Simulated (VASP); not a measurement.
# TaN (P-6m2) in VASP: further runs, part 2 of 2

VASP 6.6.1.

### 4 Electric field gradients, PBEsol (10.67 Å³/atom)

This run uses another cell than the first one, of 10.67 Å³/atom.

Contents of INCAR:

```
ALGO = Normal
EDIFF = 1E-8
ENCUT = 520
GGA = PS
GGA_COMPAT = False
ISIF = 2
ISMEAR = -1
LASPH = True
LCHARG = False
LEFG = True
LREAL = False
LWAVE = False
NBANDS = 16
NELM = 120
PREC = Accurate
SIGMA = 0.02
```

Contents of KPOINTS:

```
k-points
0
Gamma
  12 12 10
```

Contents of POSCAR:

```
TaN
1.0
    2.9281727019      0.0000000000      0.0000000000
   -1.4640863509      2.5358719465      0.0000000000
    0.0000000000      0.0000000000      2.8733577875
Ta N
1 1
Direct
    0.3333333333      0.6666666667      0.5000000000
    0.0000000000      0.0000000000      0.0000000000
```

Potentials or basis: VASP PAW PBE potentials, release 64 (Ta_sv_GW, N).

Run with:

```bash
$ cat potpaw_PBE.64/Ta_sv_GW/POTCAR potpaw_PBE.64/N/POTCAR > POTCAR
$ mpirun -np 1 vasp_std > vasp.out
```

OUTCAR:

```text
EDIFF = 1E-8
   ENCUT = 520
   GGA = PS
   ISIF = 2
   ISMEAR = -1
   LASPH = True
   LREAL = False
   NELM = 120
   PREC = Accurate

 ion  position               nearest neighbor table
   1  0.333  0.667  0.500-   2 2.22   2 2.22   2 2.22   2 2.22   2 2.22   2 2.22
   2  0.000  0.000  0.000-   1 2.22   1 2.22   1 2.22   1 2.22   1 2.22   1 2.22

  LATTYP: Found a hexagonal cell.
 ALAT       =     2.9281727019
 C/A-ratio  =     0.9812801634

  Lattice vectors:

 A1 = (   2.9281727019,   0.0000000000,   0.0000000000)
 A2 = (  -1.4640863509,   2.5358719465,   0.0000000000)
 A3 = (   0.0000000000,   0.0000000000,   2.8733577875)

Analysis of symmetry for initial positions (statically):
=====================================================================
 Subroutine PRICEL returns:
 Original cell was already a primitive cell.

 Routine SETGRP: Setting up the symmetry group for a
[... 645 lines left out ...]
  energy-cutoff  :      520.00
  volume of cell :       21.34
      direct lattice vectors                 reciprocal lattice vectors
     2.928172702  0.000000000  0.000000000     0.341509911  0.197170839  0.000000000
    -1.464086351  2.535871946  0.000000000     0.000000000  0.394341679  0.000000000
     0.000000000  0.000000000  2.873357787     0.000000000  0.000000000  0.348024880

 POSITION                                       TOTAL-FORCE (eV/Angst)
 -----------------------------------------------------------------------------------
     -0.00000      1.69058      1.43668         0.000000     -0.000000      0.000000
      0.00000      0.00000      0.00000        -0.000000      0.000000      0.000000
 -----------------------------------------------------------------------------------
    total drift:                                0.000000     -0.000000     -0.000000

  FREE ENERGIE OF THE ION-ELECTRON SYSTEM (eV)
  ---------------------------------------------------
  free  energy   TOTEN  =       -26.3380639021 eV

  energy  without entropy=      -26.3379643565  energy(sigma->0) =      -26.33801413

 Electric field gradients (V/A^2)
---------------------------------------------------------------------
 ion       V_xx      V_yy      V_zz      V_xy      V_xz      V_yz
---------------------------------------------------------------------
   1     -16.636   -16.636    33.272    -0.000     0.000    -0.000
   2      -0.091    -0.090     0.181     0.001     0.000     0.000
---------------------------------------------------------------------

 Electric field gradients after diagonalization (V/A^2)
 (convention: |V_zz| > |V_xx| > |V_yy|)
----------------------------------------------------------------------
 ion       V_xx      V_yy      V_zz     asymmetry (V_yy - V_xx)/ V_zz
----------------------------------------------------------------------
   1     -16.636   -16.636    33.272       0.000
   2      -0.092    -0.090     0.181       0.012
----------------------------------------------------------------------

           NMR quadrupolar parameters

 Cq : quadrupolar parameter    Cq=e*Q*V_zz/h
 eta: asymmetry parameters     (V_yy - V_xx)/ V_zz
 Q  : nuclear electric quadrupole moment in mb (millibarn)
----------------------------------------------------------------------
 ion       Cq(MHz)       eta       Q (mb)
----------------------------------------------------------------------
   1       0.080       0.000       1.000
   2       0.000       0.012       1.000
----------------------------------------------------------------------
```

It took 31 s on 1 thread of Intel Xeon Platinum 8259CL at 2.50GHz (Skylake/Cascade Lake), shared host; peak memory 0.18 GiB.

What came out:

| Quantity | Value |
| --- | --- |
| Free energy | -26.3381 eV |
| Pressure | -1.6 GPa |
| Band gap on the k mesh | zero (bands 9 and 10 overlap by 0.50 eV) |
| Largest electric field gradient by atom | Ta +33.3; N +0.2 V/Å² |

Levels at points of the mesh, in eV from the Fermi level:
| k point | band 6 | band 7 | band 8 | band 9 | band 10 | band 11 | band 12 | band 13 |
| --- | --- | --- | --- | --- | --- | --- | --- | --- |
| (0.00, 0.00, 0.00) | -4.71 | -4.71 | -4.36 | -3.03 | 2.17 | 3.53 | 3.53 | 3.94 |
| (0.50, 0.00, 0.00) | -8.46 | -5.35 | -3.63 | -3.28 | 2.93 | 4.00 | 5.15 | 5.28 |
| (0.00, 0.00, 0.50) | -9.54 | -3.88 | -3.88 | -0.20 | -0.20 | 2.36 | 3.22 | 3.22 |
| (0.50, 0.00, 0.50) | -7.50 | -6.34 | -5.85 | -0.42 | 4.12 | 5.34 | 6.07 | 7.08 |

Electric field gradients, principal values (V/Å²):
| atom | least | middle | greatest (by size) |
| --- | --- | --- | --- |
| 1 Ta | -16.636 | -16.636 | 33.272 |
| 2 N | -0.090 | -0.092 | 0.181 |

Caveat: without QUAD_EFG the Cq values of the log hold for a quadrupole moment of 1 mb, not for the nuclei; the PAW data sets were made with another functional, which shifts forces and pressure a little; spin-orbit coupling is left out, which moves the levels of the heavy elements.

### 5 Electric field gradients, PBEsol (zz strain of +2 %)

Contents of INCAR:

```
SYSTEM = TaN
PREC = Accurate ; ENCUT = 520
EDIFF = 1E-8 ; ISMEAR = -1
SIGMA = 0.02 ; LREAL = .False.
LASPH = .True. ; NELM = 120
ALGO = Normal ; ISIF = 2
LWAVE = .False. ; LCHARG = .False.
GGA = PS ; LEFG = .True.
NBANDS = 16 ; GGA_COMPAT = .False.
```

Contents of KPOINTS:

```
regular mesh
0
Gamma
  12 12 10
  0 0 0
```

Contents of POSCAR:

```
TaN
1.0
    2.9379988584      0.0000000000      0.0000000000
   -1.4689994292      2.5443816477      0.0000000000
    0.0000000000      0.0000000000      2.9406600000
Ta N
1 1
Direct
    0.3333333333      0.6666666667      0.5000000000
    0.0000000000      0.0000000000      0.0000000000
```

Potentials or basis: VASP PAW PBE potentials, release 64 (Ta_sv_GW, N).

Run with:

```bash
$ cat potpaw_PBE.64/Ta_sv_GW/POTCAR potpaw_PBE.64/N/POTCAR > POTCAR
$ mpirun -np 1 vasp_std > vasp.out
```

OUTCAR:

```text
SYSTEM = TaN
   PREC = Accurate
   ENCUT = 520
   EDIFF = 1E-8
   ISMEAR = -1
   LREAL = .False.
   LASPH = .True.
   NELM = 120
   ISIF = 2
   GGA = PS

 ion  position               nearest neighbor table
   1  0.333  0.667  0.500-   2 2.24   2 2.24   2 2.24   2 2.24   2 2.24   2 2.24
   2  0.000  0.000  0.000-   1 2.24   1 2.24   1 2.24   1 2.24   1 2.24   1 2.24

  LATTYP: Found a hexagonal cell.
 ALAT       =     2.9379988584
 C/A-ratio  =     1.0009057667

  Lattice vectors:

 A1 = (   2.9379988584,   0.0000000000,   0.0000000000)
 A2 = (  -1.4689994292,   2.5443816477,   0.0000000000)
[... 669 lines left out ...]
  free  energy   TOTEN  =       -26.3006627887 eV

  energy  without entropy=      -26.3005706366  energy(sigma->0) =      -26.30061671

 Electric field gradients (V/A^2)
---------------------------------------------------------------------
 ion       V_xx      V_yy      V_zz      V_xy      V_xz      V_yz
---------------------------------------------------------------------
   1     -25.020   -25.019    50.039     0.000     0.000    -0.000
   2      -2.035    -2.034     4.068     0.001    -0.000     0.000
---------------------------------------------------------------------

 Electric field gradients after diagonalization (V/A^2)
 (convention: |V_zz| > |V_xx| > |V_yy|)
----------------------------------------------------------------------
 ion       V_xx      V_yy      V_zz     asymmetry (V_yy - V_xx)/ V_zz
----------------------------------------------------------------------
   1     -25.020   -25.019    50.039       0.000
   2      -2.035    -2.033     4.068       0.001
----------------------------------------------------------------------

           NMR quadrupolar parameters

 Cq : quadrupolar parameter    Cq=e*Q*V_zz/h
 eta: asymmetry parameters     (V_yy - V_xx)/ V_zz
 Q  : nuclear electric quadrupole moment in mb (millibarn)
----------------------------------------------------------------------
 ion       Cq(MHz)       eta       Q (mb)
----------------------------------------------------------------------
   1       0.121       0.000       1.000
   2       0.010       0.001       1.000
----------------------------------------------------------------------
```

stdout:

```text
POSCAR found type information on POSCAR TaN
 POSCAR found :  2 types and       2 ions
 scaLAPACK will be used
 -----------------------------------------------------------------------------
|                                                                             |
|                                                                             |
|     You enforced a specific xc type in the INCAR file but a different       |
|     I HOPE YOU KNOW WHAT YOU ARE DOING!                                     |
|                                                                             |
 -----------------------------------------------------------------------------

 LDA part: xc-table for (Slater+PW92), standard interpolation
 POSCAR, INCAR and KPOINTS ok, starting setup
 FFT: planning ... GRIDC
 FFT: planning ... GRID_SOFT
 FFT: planning ... GRID
 WAVECAR not read
 entering main loop
ion   1

ion   2
```

It took 32 s on 1 thread of AMD EPYC 7R13 (Zen 3), shared host; peak memory 0.15 GiB.

What came out:

| Property | Result |
| --- | --- |
| Free energy | -26.3007 eV |
| Pressure | -12.1 GPa |
| Band gap on the k mesh | zero (bands 9 and 10 overlap by 0.38 eV) |
| Largest electric field gradient by atom | Ta +50.0; N +4.1 V/Å² |

Stress tensor (GPa, compression positive):
```
 -7.73   0.00   0.00
  0.00  -7.73   0.00
  0.00   0.00 -20.71
```

Electric field gradients, principal values (V/Å²):
| atom | least | middle | greatest (by size) |
| --- | --- | --- | --- |
| 1 Ta | -25.019 | -25.020 | 50.039 |
| 2 N | -2.033 | -2.035 | 4.068 |

Caveat: the cell differs from its parent crystal (zz strain of +2 %); the stress differs along the axes, from -21 to -8 GPa; without QUAD_EFG the Cq values of the log hold for a quadrupole moment of 1 mb, not for the nuclei; the PAW data sets were made with another functional, which shifts forces and pressure a little; spin-orbit coupling is left out, which moves the levels of the heavy elements.

### 6 Summary

| cell | gap on the mesh (eV) | pressure (GPa) |
| --- | --- | --- |
| a = 2.898, b = 2.898, c = 2.844 Å, angles 90.0, 90.0, 120.0°, 2 atoms | none | 10.3 |
| a = 2.957, b = 2.957, c = 2.902 Å, angles 90.0, 90.0, 120.0°, 2 atoms | none | -11.6 |
| a = 2.928, b = 2.928, c = 2.873 Å, angles 90.0, 90.0, 120.0°, 2 atoms | none | -1.6 |
| a = 2.938, b = 2.938, c = 2.941 Å, angles 90.0, 90.0, 120.0°, 2 atoms | none | -12.1 |

Alike in all rows: task electric field gradients; level PBEsol; potentials or basis VASP PAW PBE potentials, release 64 (Ta_sv_GW, N); no spin polarisation; k mesh 12 × 12 × 10; cutoff (eV) 520; smearing fermi-dirac 0.02 eV.

Caveats: the PAW data sets were made with another functional, which shifts forces and pressure a little; spin-orbit coupling is left out, which moves the levels of the heavy elements; the cell stands under pressure (at least some runs); the cell stands under tension (at least some runs); the stress differs along the axes, from -21 to -8 GPa (at least some runs).

Total energies depend on the potentials used, so only differences within one code and one set of settings carry meaning.
